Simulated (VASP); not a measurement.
Wanted: the native input for a VASP 6.6.1 run.

| Item | Value |
| --- | --- |
| Task | single point |
| Functional | PBE |
| Potentials or basis | VASP PAW PBE potentials, release 64 (Al, N, O) |
| Cutoff | 520 eV |
| k mesh | 5 × 5 × 1 |
| Occupations | gaussian, width 0.1 eV |
| Spin | collinear spin, ferromagnetic start |
| Starting moments | [0.0, 0.0, 0.0, 0.0, 0.0, 0.0, 0.0, 0.0, 0.0, 0.0, 0.0, 0.0, 1.0, 0.0] μB |
| Dipole correction | yes |
| Further INCAR settings | ALGO = Normal; EDIFF = 1e-07; NBANDS = 40 |

The structure of Al12NO lies in POSCAR:

```
Al12NO
1.0
    5.7143028096      0.0000000000      0.0000000000
    0.0000000000      5.7143028096      0.0000000000
    0.0000000000      0.0000000000     22.1750227966
Al N O
12 1 1
Direct
    0.2500000000      0.2500000000      0.1803831291
    0.2500000000      0.7500000000      0.1803831291
    0.7500000000      0.2500000000      0.1803831291
    0.7500000000      0.7500000000      0.1803831291
    0.0000000000      0.0000000000      0.2744094953
    0.0000000000      0.5000000000      0.2744094953
    0.5000000000      0.0000000000      0.2744094953
    0.5000000000      0.5000000000      0.2744094953
    0.2500000000      0.2500000000      0.3686590481
    0.2500000000      0.7500000000      0.3686590481
    0.7500000000      0.2500000000      0.3686590481
    0.7500000000      0.7500000000      0.3686590481
    0.3023380913      0.5000000000      0.4191663243
    0.6976619087      0.5000000000      0.4191663243
```

These files were run (other wordings do the same):

INCAR

```
PREC = Accurate
ENCUT = 520
EDIFF = 1E-7
ISMEAR = 0
SIGMA = 0.1
LREAL = F
LASPH = T
NELM = 150
ALGO = Normal
ISIF = 2
LWAVE = F
LCHARG = F
ISPIN = 2
MAGMOM = 0 0 0 0 0 0 0 0 0 0 0 0 1 0
LORBIT = 11
LDIPOL = T
IDIPOL = 3
DIPOL = 0.5 0.5 0.295
GGA = PE
NBANDS = 40
```

KPOINTS

```
regular mesh
0
Gamma
  5 5 1
```

Potentials or basis: VASP PAW PBE potentials, release 64 (Al, N, O).

Command:

```sh
$ cat potpaw_PBE.64/Al/POTCAR potpaw_PBE.64/N/POTCAR potpaw_PBE.64/O/POTCAR > POTCAR
$ mpirun -np 1 vasp_std > vasp.out
```

It gave:

```yaml
Largest_force: 1.712 eV/Å
Net_moment: 0.00 μB per cell
Valence_electrons_inside_the_program's_atomic_spheres: Al 0.76, 0.75, 0.77, 0.78, 0.74 (each value once); N 3.58; O 4.96
```

It took 27 min on 1 thread of Oxide Virtual Turin-like Processor, with other jobs on the host, peak memory 1 GiB.
